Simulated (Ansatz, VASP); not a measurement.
## CsB7 in VASP and in Ansatz

The input INCAR:

```
SYSTEM = CsB7
ALGO = Normal
EDIFF = 1E-7
EDIFFG = -0.04
ENCUT = 600
GGA = PE
IBRION = 2
ISIF = 3
ISMEAR = 0
LASPH = .TRUE.
LCHARG = .FALSE.
LREAL = .FALSE.
LWAVE = .FALSE.
NELM = 100
NSW = 90
PREC = Accurate
SIGMA = 0.1
```

File KPOINTS:

```
k-points
0
G
  4 4 4
  0 0 0
```

POSCAR

```
CsB7
1.0
    5.1689779200      0.0000000000      0.0000000000
    0.0000000000      5.1689779200      0.0000000000
    0.0000000000      0.0000000000      5.1689779200
Cs B
1 7
Direct
    0.0000000000      0.0000000000      0.0000000000
    0.2526152100      0.2526152100      0.2526152100
    0.0000000000      0.5000000000      0.5000000000
    0.5000000000      0.5000000000      0.0000000000
    0.5000000000      0.0000000000      0.5000000000
    0.7473847900      0.2526152100      0.7473847900
    0.7473847900      0.7473847900      0.2526152100
    0.2526152100      0.7473847900      0.7473847900
```

Input for Ansatz:

```yaml
crystal:
  lattice:
    - [5.16897792, 0.0, 0.0]
    - [0.0, 5.16897792, 0.0]
    - [0.0, 0.0, 5.16897792]
  atoms:
    - { symbol: Cs, position: [0.0, 0.0, 0.0] }
    - { symbol: B, position: [0.25261521, 0.25261521, 0.25261521] }
    - { symbol: B, position: [0.0, 0.5, 0.5] }
    - { symbol: B, position: [0.5, 0.5, 0.0] }
    - { symbol: B, position: [0.5, 0.0, 0.5] }
    - { symbol: B, position: [0.74738479, 0.25261521, 0.74738479] }
    - { symbol: B, position: [0.74738479, 0.74738479, 0.25261521] }
    - { symbol: B, position: [0.25261521, 0.74738479, 0.74738479] }
basis:
  ecutwfc: 420
kpoints:
  mp_grid: { grid: [4, 4, 4] }
hamiltonian:
  xc: pbe
scf:
  occupations: { method: gaussian, width: 0.1 }
  lower_state_search: "off"
output:
  forces: true
  stress: true
  eigenvalues: true
relax:
  adjacent_minimum: "off"
  f_tol: 0.04
  max_steps: 70
  cell: { stress_tol: 0.4 }
```

Change from the starting cell: species swapped into the Si7Ge type (P-43m, No. 215).

Alike in both runs: task relaxation of cell and atoms; functional PBE; k mesh 4 × 4 × 4; occupations gaussian, width 0.1 eV; no spin polarisation.

|  | VASP | Ansatz |
| --- | --- | --- |
| version | VASP 6.6.1 | Ansatz 0.2.0 |
| potentials or method | VASP PAW PBE potentials, release 64 (Cs_sv, B), cutoff 600 eV | scalar-relativistic, plane waves, PAW |
| valence electrons in the cell | 30 | 30 |

|  | VASP | Ansatz | Ansatz less VASP |
| --- | --- | --- | --- |
| gap on the k mesh at the Fermi level, each at its own relaxed structure (eV) | none | none | - |
| relaxed volume (Å³/atom) | 11.00 | 10.95 | -0.050 |
| relaxed length of the cell vector where the two differ most in proportion (Å) | 4.447 | 4.441 | -0.0067 |

A gap of «none» marks a metal or a gap that the smearing closes.

Neither program's run includes spin-orbit coupling. Noted on VASP's run: the volume moved by over 15 % at a fixed basis, so the end points are rough.
